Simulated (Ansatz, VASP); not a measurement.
**SnO2 in VASP and in Ansatz**

POSCAR

```
SnO2
1.0
    1.6278026130      0.9398122768      4.8323855144
   -1.6278026130      0.9398122768      4.8323855144
    0.0000000000     -1.8796245536      4.8323855144
Sn O
1 2
Direct
    0.5000000000      0.5000000000      0.5000000000
    0.7628300000      0.7628300000      0.7628300000
    0.2371700000      0.2371700000      0.2371700000
```

File INCAR.step1:

```
SYSTEM = SnO2
  PREC = Accurate
  ENCUT = 520
  ISMEAR = -1
  SIGMA = 0.05
  LREAL = .FALSE.
  LASPH = .TRUE.
  NELM = 100
  NBANDS = 20
  GGA = PE
  ALGO = Normal
  EDIFF = 1E-4
  LWAVE = .TRUE.
  LCHARG = .FALSE.
```

File INCAR.step2:

```
SYSTEM = SnO2
  PREC = Accurate
  ENCUT = 520
  EDIFF = 1E-6
  ISMEAR = -1
  SIGMA = 0.05
  LREAL = .FALSE.
  LASPH = .TRUE.
  NELM = 100
  ALGO = Normal
  ISIF = 2
  LWAVE = .FALSE.
  LCHARG = .FALSE.
  METAGGA = R2SCAN
  LMIXTAU = .TRUE.
  NBANDS = 20
  ISTART = 1
```

File KPOINTS:

```
Automatic mesh
0
G
  10 10 10
  0 0 0
```

File input.yaml:

```yaml
crystal:
  lattice:
    - [1.627802613, 0.9398122768, 4.8323855144]
    - [-1.627802613, 0.9398122768, 4.8323855144]
    - [0.0, -1.8796245536, 4.8323855144]
  atoms:
    - { symbol: Sn, position: [0.5, 0.5, 0.5] }
    - { symbol: O, position: [0.76283, 0.76283, 0.76283] }
    - { symbol: O, position: [0.23717, 0.23717, 0.23717] }
hamiltonian:
  xc: r2scan
  pseudopotentials: { kind: paw }
kpoints:
  mp_grid: { grid: [10, 10, 10] }
scf:
  occupations: { method: fermi_dirac, width: 0.05 }
output:
  forces: true
  stress: true
  eigenvalues: true
  write_density: true
  write_potential: true
  elf: true
  volumetric_format: npy
```

Alike in both runs: task single point; functional r2SCAN; k mesh 10 × 10 × 10; occupations fermi-dirac, width 0.05 eV; no spin polarisation.

|  | VASP | Ansatz |
| --- | --- | --- |
| version | VASP 6.6.1 | Ansatz 0.2.0 |
| potentials or method | VASP PAW PBE potentials, release 64 (Sn_d, O) | Ansatz PAW |
| plane-wave cutoff (eV) | 520 | 500 |
| valence electrons in the cell | 26 | 26 |

```csv
,VASP,Ansatz,Ansatz less VASP
gap on the k mesh at the Fermi level (eV),2.29,2.30,+0.008
least direct gap on the mesh (eV),2.39,2.39,+0.006
pressure (GPa),-8.9,-9.7,-0.84
"traceless stress, the component that is largest in VASP (GPa)",1.63,2.16,+0.528
rms of the force components (eV/Å),0.356,0.391,+0.0351
```

VASP's potentials were made for PBE, not for r2SCAN. Atom by atom the forces differ by 0.035 eV/Å (rms over components). The functional is the same, so the differences come from potentials, cutoffs and numerics.
